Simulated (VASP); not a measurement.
LiRe3: single point with LDA

Crystal: LiRe3.

```
Re Li
1.0
     0.00000    3.05288    3.05288
     3.05288    0.00000    3.05288
     3.05288    3.05288    0.00000
Re Li
3 1
Cartesian
  3.0529 3.0529 3.0529
  1.5264 1.5264 1.5264
  4.5793 4.5793 4.5793
  0.0000 0.0000 0.0000
```

```
Program             : VASP 6.6.1
Task                : single point
Functional          : LDA
Potentials or basis : VASP PAW LDA potentials, release 64 (Re, Li_sv)
Cutoff              : 520 eV
k mesh              : 6 × 6 × 6
Occupations         : gaussian, width 0.01 eV
Spin                : no spin polarisation
```

```
Band gap on the k mesh : zero (band 12 reaches 8.27 eV, above the bottom of band 13 at 5.68 eV)
```

Levels at points of the mesh, in eV from the Fermi level:
```tsv
k point	band 9	band 10	band 11	band 12	band 13	band 14	band 15	band 16
(0.00, 0.00, 0.00)	-2.56	-2.56	1.99	1.99	1.99	2.05	2.05	2.94
(0.50, 0.00, 0.00)	-1.72	-1.72	-0.63	-0.63	-0.60	1.89	1.89	2.46
(0.50, 0.50, 0.00)	-1.12	-0.78	-0.78	0.98	0.98	1.32	1.55	2.80
```

Run time: 12 s on 1 thread of AMD EPYC 9R45 96-Core Processor (Zen 5) (shared host), peak memory 0.13 GiB.

Caveat: spin-orbit coupling is left out, which moves the levels of the heavy elements.
